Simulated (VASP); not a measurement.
# Sn8O16F (a cell with a defect) in VASP: notebook, part 2 of 3

VASP 6.6.1.

**3. Single point, HSE06**

The input, POSCAR:

```
Sn8O16F
1.0
    4.8274600300      4.8274600300      0.0000000000
   -4.8274600300      4.8274600300      0.0000000000
    0.0000000000      0.0000000000      6.4759066800
Sn O F
8 16 1
Direct
    0.0085254800      0.5061984900      0.2509633900
    0.4992400300     -0.0135528600      0.2529187300
    0.0074584800     -0.0020031000     -0.0021695400
    0.4973870800      0.4847274200     -0.0119642600
    0.0033364900      0.4980997500      0.7541983900
    0.4956836900      0.0062166500      0.7582060900
   -0.0061331800      0.0029735100      0.4992245000
    0.5137204600      0.4948232200      0.4949527800
   -0.0067183900      0.8127962300      0.2549143800
    0.5033515700      0.2965407100      0.2459086700
    0.0086942400      0.1964754500      0.2454953900
    0.5117122100      0.6797074000      0.2481520900
    0.3086938100     -0.0693956700      0.0133961000
    0.8105393100      0.5016619200      0.0047595100
    0.1907298700      0.5525733400      0.0061594800
    0.6943262500     -0.0045655700      0.0040124300
   -0.0025289800      0.8077321800      0.7458532700
    0.5840586300      0.3064230000      0.7275192000
   -0.0298385200      0.1909825500      0.7463175400
    0.5043105200      0.6886319500      0.7448008600
    0.3037735400      0.0029916800      0.5055449500
    0.8216170400      0.5131361700      0.4950798000
    0.2033548000      0.4916565100      0.5051998800
    0.6888078200     -0.0145040500      0.4994109200
    0.2916062100      0.2474731800     -0.1120563300
```

The input, INCAR.step1:

```
PREC = Accurate
ENCUT = 520
EDIFF = 1E-5
ISMEAR = -1
SIGMA = 0.01
LREAL = Auto
LASPH = T
NELM = 120
ALGO = Normal
ISIF = 2
LWAVE = T
LCHARG = F
NBANDS = 126
GGA = PE
NELECT = 216.0
GGA_COMPAT = F
ISYM = -1
```

The input, INCAR.step2:

```
PREC = Accurate
ENCUT = 520
EDIFF = 1E-6
ISMEAR = -1
SIGMA = 0.01
LREAL = Auto
LASPH = T
NELM = 120
ALGO = Normal
ISIF = 2
LWAVE = F
LCHARG = F
GGA = PE
LHFCALC = T
HFSCREEN = 0.2079
PRECFOCK = Fast
NBANDS = 126
ISTART = 1
NELECT = 216.0
GGA_COMPAT = F
ISYM = -1
```

The input, KPOINTS:

```
explicit points
1
Reciprocal
  0.25000000   0.25000000   0.25000000 1
```

Potentials or basis: VASP PAW PBE potentials, release 64 (Sn_d, O, F).

Run with:

```
> cat potpaw_PBE.64/Sn_d/POTCAR potpaw_PBE.64/O/POTCAR potpaw_PBE.64/F/POTCAR > POTCAR
> cp INCAR.step1 INCAR
> mpirun -np 1 vasp_std > vasp.out
> cp INCAR.step2 INCAR
> mpirun -np 1 vasp_std > vasp.out
```

OUTCAR:

```text
PREC = Accurate
   ENCUT = 520
   EDIFF = 1E-6
   ISMEAR = -1
   LREAL = Auto
   LASPH = T
   NELM = 120
   ISIF = 2
   GGA = PE
   LHFCALC = T
   HFSCREEN = 0.2079
   PRECFOCK = Fast
   ISTART = 1
   NELECT = 216.0
   ISYM = -1

 ion  position               nearest neighbor table
   1  0.009  0.506  0.251-  22 2.03  15 2.04  14 2.09   9 2.10  11 2.11  23 2.12   5 3.22   5 3.26
                             8 3.73   3 3.74   4 3.75   7 3.75
   2  0.499  0.986  0.253-  24 2.05  13 2.06  16 2.09  12 2.10  21 2.11  10 2.12   6 3.21   6 3.28
                             8 3.71   7 3.74   3 3.74
   3  0.007  0.998  0.998-  17 2.09   9 2.09  11 2.10  13 2.11  19 2.11  16 2.14  25 2.68   7 3.23
                             7 3.25   6 3.68   1 3.74   2 3.74
   4  0.497  0.485  0.988-  20 2.10  10 2.11  14 2.14  15 2.15  12 2.15  18 2.16  25 2.24   8 3.20
                             8 3.29   6 3.59   5 3.70   1 3.75
   5  0.003  0.498  0.754-  22 2.09  14 2.09  15 2.11  19 2.11  23 2.11  17 2.11  25 2.75   1 3.22
                             1 3.26   4 3.70   8 3.74
   6  0.496  0.006  0.758-  16 2.09  21 2.10  24 2.14  18 2.15  13 2.15  20 2.17  25 2.32   2 3.21
[... 189 lines left out ...]
      1     -19.1693      2.00000
      2     -17.9611      2.00000
      3     -17.9107      2.00000
      4     -17.8690      2.00000
      5     -17.8504      2.00000
      6     -17.7491      2.00000
[... 112 lines left out ...]
    119      13.8229      0.00000
    120      14.0329      0.00000
 [bands above 120 left out]

------------------------ aborting loop because EDIFF is reached ----------------------------------------

  FORCE on cell =-STRESS in cart. coord.  units (eV):
  Direction    XX          YY          ZZ          XY          YZ          ZX
  --------------------------------------------------------------------------------------
  -------------------------------------------------------------------------------------
  Total        0.5750481      0.2659586     -6.2801269     -0.0513016     -3.0995925     -0.1840988
  in kB        3.0524378      1.4117462    -33.3358132     -0.2723163    -16.4530810     -0.9772228
  external PRESSURE =      -9.6238764 kB  Pullay stress =       0.0000000 kB

 VOLUME and BASIS-vectors are now :
 -----------------------------------------------------------------------------
  energy-cutoff  :      520.00
  volume of cell :      301.83
      direct lattice vectors                 reciprocal lattice vectors
     4.827460030  4.827460030  0.000000000     0.103574136  0.103574136  0.000000000
    -4.827460030  4.827460030  0.000000000    -0.103574136  0.103574136  0.000000000
     0.000000000  0.000000000  6.475906680     0.000000000  0.000000000  0.154418532

 POSITION                                       TOTAL-FORCE (eV/Angst)
 -----------------------------------------------------------------------------------
     -2.40250      2.48481      1.62522        -0.136202      0.021835     -0.043227
     -2.35197      7.17210      1.63788         0.119140     -0.042107     -0.032449
     -4.78178      4.85380      6.46186         0.066734     -0.092575     -0.014188
      0.06111      4.74112      6.39843        -0.028909      0.080309     -0.004796
     -2.38845      2.42066      4.88412        -0.107700     -0.010812      0.025915
      2.36288      2.42290      4.91007         0.088152      0.046592      0.017352
[... 17 lines left out ...]
     -1.43225      8.08263      3.23414        -0.121695     -0.018612     -0.072236
      0.21305      2.60238      5.75024         0.122173      0.138512     -0.004333
 -----------------------------------------------------------------------------------
    total drift:                               -0.013451     -0.013586      0.001810

  FREE ENERGIE OF THE ION-ELECTRON SYSTEM (eV)
  ---------------------------------------------------
  free  energy   TOTEN  =      -186.4934176353 eV

  energy  without entropy=     -186.4934176353  energy(sigma->0) =     -186.49341764
```

OUTCAR.step1:

```text
PREC = Accurate
   ENCUT = 520
   EDIFF = 1E-5
   ISMEAR = -1
   LREAL = Auto
[... 347 lines left out ...]
     -2.38845      2.42066      4.88412        -0.005592     -0.006088     -0.001009
      2.36288      2.42290      4.91007         0.029676     -0.000877     -0.000748
[... 17 lines left out ...]
     -1.43225      8.08263      3.23414         0.005434      0.016654      0.012960
      0.21305      2.60238      5.75024        -0.023262     -0.027912     -0.002363
 -----------------------------------------------------------------------------------
    total drift:                               -0.003444     -0.005240      0.003168

  FREE ENERGIE OF THE ION-ELECTRON SYSTEM (eV)
  ---------------------------------------------------
  free  energy   TOTEN  =      -143.5877283635 eV

  energy  without entropy=     -143.5877283635  energy(sigma->0) =     -143.58772836
```

OSZICAR.step1:

```text
N       E                     dE             d eps       ncg     rms          rms(c)
DAV:   1     0.430075689850E+04    0.43008E+04   -0.90251E+04   268   0.269E+03
DAV:   2     0.926308395849E+03   -0.33744E+04   -0.32384E+04   252   0.854E+02
DAV:   3    -0.541763164458E+02   -0.98048E+03   -0.93764E+03   274   0.333E+02
DAV:   4    -0.167005298913E+03   -0.11283E+03   -0.11137E+03   312   0.122E+02
DAV:   5    -0.170119947521E+03   -0.31146E+01   -0.30988E+01   312   0.225E+01    0.317E+01
DAV:   6    -0.142967815745E+03    0.27152E+02   -0.10489E+02   392   0.765E+01    0.109E+01
DAV:   7    -0.143728387113E+03   -0.76057E+00   -0.11974E+01   280   0.103E+01    0.679E+00
DAV:   8    -0.143707544301E+03    0.20843E-01   -0.22006E+00   344   0.738E+00    0.227E+00
DAV:   9    -0.143579770644E+03    0.12777E+00   -0.60854E-01   352   0.517E+00    0.411E-01
DAV:  10    -0.143586834171E+03   -0.70635E-02   -0.75202E-02   296   0.110E+00    0.254E-01
DAV:  11    -0.143587505879E+03   -0.67171E-03   -0.43930E-03   344   0.365E-01    0.199E-01
DAV:  12    -0.143587735233E+03   -0.22935E-03   -0.41008E-03   352   0.374E-01    0.674E-02
DAV:  13    -0.143587743195E+03   -0.79622E-05   -0.46650E-04   280   0.107E-01    0.463E-02
DAV:  14    -0.143587728601E+03    0.14595E-04   -0.19525E-04   256   0.576E-02    0.150E-02
DAV:  15    -0.143587728363E+03    0.23715E-06   -0.45064E-05   232   0.350E-02
   1 F= -.14358773E+03 E0= -.14358773E+03  d E =-.247749E-13
```

Run time: 4.6 min. Hardware: 1 thread of AMD EPYC 9R45 (Zen 5), shared host; peak memory 0.5 GiB.

Results:

```
Free energy   : -186.4934 eV
Largest force : 0.480 eV/Å
```

Forces on the atoms (eV/Å):
```
Sn  -0.136  0.022 -0.043
Sn   0.119 -0.042 -0.032
Sn   0.067 -0.093 -0.014
Sn  -0.029  0.080 -0.005
Sn  -0.108 -0.011  0.026
Sn   0.088  0.047  0.017
Sn   0.005 -0.119  0.036
Sn   0.043  0.127  0.027
O   -0.070  0.140  0.040
O   -0.068  0.025 -0.040
O    0.057 -0.068 -0.016
O    0.063 -0.118  0.108
O   -0.255  0.366 -0.008
O    0.129  0.080 -0.010
O    0.174 -0.333  0.003
O   -0.133 -0.086 -0.020
O   -0.085  0.120  0.005
O   -0.391 -0.278  0.012
O    0.215  0.094 -0.005
O    0.127 -0.151 -0.013
O    0.080  0.076  0.053
O    0.168  0.050 -0.043
O   -0.061 -0.048 -0.002
O   -0.122 -0.019 -0.072
F    0.122  0.139 -0.004
```

Caveat: the cell carries a net charge on a neutralising background, which shifts energy and pressure; the cell is charged against a uniform background, so pressure and absolute levels hang on convention; the PAW data sets were made with another functional, which shifts forces and pressure a little.

**4. Single point, PBE, collinear spin**

The input, INCAR:

```
  ALGO = Normal
  EDIFF = 1E-6
  ENCUT = 520
  GGA = PE
  GGA_COMPAT = False
  ISIF = 2
  ISMEAR = -1
  ISPIN = 2
  ISYM = -1
  LASPH = True
  LCHARG = False
  LORBIT = 11
  LREAL = Auto
  LWAVE = False
  MAGMOM = 0 0 0 0 0 0 0 0 0 0.38 0.03 0 0.3 0 0.03 0 0.01 0 0 0.01 0 0.05 0 0 0.26
  NBANDS = 130
  NELM = 200
  NUPDOWN = 1.0
  PREC = Accurate
  SIGMA = 0.01
```

KPOINTS is that of step 3.

The input, POSCAR:

```
Sn8O16F
1.0
    4.8274600300      4.8274600300      0.0000000000
   -4.8274600300      4.8274600300      0.0000000000
    0.0000000000      0.0000000000      6.4759066800
Sn O F
8 16 1
Direct
    0.0027390180      0.5039518680      0.2417967209
    0.4875434463     -0.0053124210      0.2418814967
   -0.0083104779     -0.0046282103     -0.0070493604
    0.5011310265      0.5033278339     -0.0038950530
    0.0019309326      0.5049271221      0.7431143217
    0.4912991481     -0.0039813898      0.7434103420
   -0.0111333910      0.0044139154      0.4952767479
    0.5046017957      0.5011101045      0.5012885701
   -0.0074514340      0.8104372643      0.2479614175
    0.5757708987      0.3096785868      0.2544524005
   -0.0377513224      0.1954477083      0.2417667637
    0.4958005836      0.6880074572      0.2491550728
    0.2976273218     -0.0441113958     -0.0152559332
    0.8084686307      0.5113645654     -0.0083986695
    0.1926675714      0.5313910388     -0.0120214827
    0.6829532465     -0.0041559122     -0.0059959172
   -0.0147623180      0.8104266997      0.7391355738
    0.4945068390      0.3043445188      0.7512361188
   -0.0025137443      0.1964985715      0.7480589575
    0.5067767490      0.6904795647      0.7441680738
    0.2975949031     -0.0041076466      0.4952721153
    0.8114916490      0.5052662238      0.4958757374
    0.1968513450      0.4992105548      0.4934246520
    0.6819290019     -0.0071172003      0.4943479204
    0.2908888921      0.2505314373      0.1907045702
```

Run with:

```
> cat potpaw_PBE.64/Sn_d/POTCAR potpaw_PBE.64/O/POTCAR potpaw_PBE.64/F/POTCAR > POTCAR
> mpirun -np 1 vasp_std > vasp.out
```

Wall time 2 min (1 thread of AMD EPYC 9R45 (Zen 5), shared host); peak memory 0.45 GiB.

The run converged. Its results:

```
Free energy                                           : -149.7301 eV
Pressure                                              : 3.2 GPa
Largest force                                         : 0.257 eV/Å
Net moment                                            : 1.00 μB per cell
Site moments                                          : Sn -0.00, -0.01, +0.00 (each value once); O +0.00, +0.45, +0.14, +0.01, -0.00, +0.02 (each value once); F +0.28 μB
Valence electrons inside the program's atomic spheres : Sn 12.20, 12.17, 12.22, 12.27, 12.24, 12.26 (each value once); O 5.05, 4.93, 5.00, 5.04, 5.06, 5.03, 5.07 (each value once); F 6.05
```

Forces on the atoms (eV/Å):
```
Sn  -0.008  0.013 -0.013
Sn   0.031 -0.033 -0.008
Sn   0.007  0.009 -0.006
Sn  -0.012  0.008 -0.012
Sn  -0.015 -0.002 -0.012
Sn   0.021 -0.002  0.002
Sn   0.021 -0.004 -0.007
Sn   0.013 -0.004 -0.013
O    0.025 -0.001 -0.007
O    0.054 -0.015 -0.034
O   -0.028 -0.002 -0.007
O   -0.003 -0.011 -0.006
O   -0.046  0.034  0.022
O   -0.013 -0.010 -0.001
O    0.027  0.016 -0.013
O    0.034  0.019 -0.002
O    0.017 -0.015 -0.006
O    0.026 -0.031 -0.009
O   -0.019  0.010 -0.013
O   -0.010  0.022 -0.014
O    0.000 -0.029  0.000
O    0.001 -0.019 -0.028
O    0.010  0.021 -0.006
O    0.009  0.014 -0.017
F   -0.143  0.014  0.212
```

Stress tensor (GPa, compression positive):
```
 2.80 -1.38  0.15
-1.38  3.41 -0.15
 0.15 -0.15  3.40
```

Caveat: the total moment is fixed, so each spin has its own Fermi level and the state may be an excited one.

(Part 2 of 3 ends here.)
